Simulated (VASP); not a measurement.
# Ru: relaxation of shape and atoms at fixed volume with LDA

Ru:

```
CELL_PARAMETERS angstrom
2.56248 0.00000 0.00000
-1.28124 2.21917 0.00000
0.00000 0.00000 4.04996
ATOMIC_POSITIONS crystal
Ru 0.33333 0.66667 0.25000
Ru 0.66667 0.33333 0.75000
```

```
Program                : VASP 6.6.1
Task                   : relaxation of shape and atoms at fixed volume
Functional             : LDA
Potentials or basis    : VASP PAW LDA potentials, release 64 (Ru_pv)
Cutoff                 : 600 eV
k mesh                 : 18 × 18 × 10
Occupations            : fermi-dirac, width 0.05 eV
Spin                   : no spin polarisation
Dipole correction      : no
Further INCAR settings : ALGO = Normal; EDIFF = 1e-06; IBRION = 2; EDIFFG = -0.005; NSW = 50; ISIF = 4
```

| Item | Value |
| --- | --- |
| Energy gained by relaxing | 0.5 meV/atom |
| Ionic steps | 3 |
| Pressure after relaxing | 65.3 GPa |
| Band gap on the k mesh | zero (bands 14 and 15 overlap by 4.06 eV) |

The path:
```tsv
step	energy change (eV)	largest force (eV/Å)	pressure (GPa)	volume (Å³)
1	0.0000	0.0000	65.34	23.03
2	0.0019	0.0000	65.16	23.03
3	-0.0010	0.0000	65.26	23.03
```

Final structure:
```xyz
2
Lattice="2.5580 0.0000 0.0000 -1.2790 2.2153 0.0000 0.0000 0.0000 4.0640" Properties=species:S:1:pos:R:3 pbc="T T T"
Ru    0.0000    1.4769    1.0160
Ru    1.2790    0.7384    3.0480
```

Levels at points of the mesh, in eV from the Fermi level:
```
           k point  band 11  band 12  band 13  band 14  band 15  band 16  band 17  band 18
(0.00, 0.00, 0.00)    -3.16    -2.47    -2.47    -1.74    -1.74     1.52     1.52     1.55
(0.50, 0.00, 0.00)    -2.58    -2.01    -1.90     1.94     2.48     2.53     5.15     7.49
(0.00, 0.00, 0.50)    -3.54    -3.54    -3.26    -3.26     0.74     0.74     0.74     0.74
(0.50, 0.00, 0.50)    -1.35    -1.35     0.62     0.62     2.26     2.26     4.18     4.18
```

It took 100 s on 1 thread of AMD EPYC 7R13 Processor (Zen 3) (shared host), peak memory 0.17 GiB.
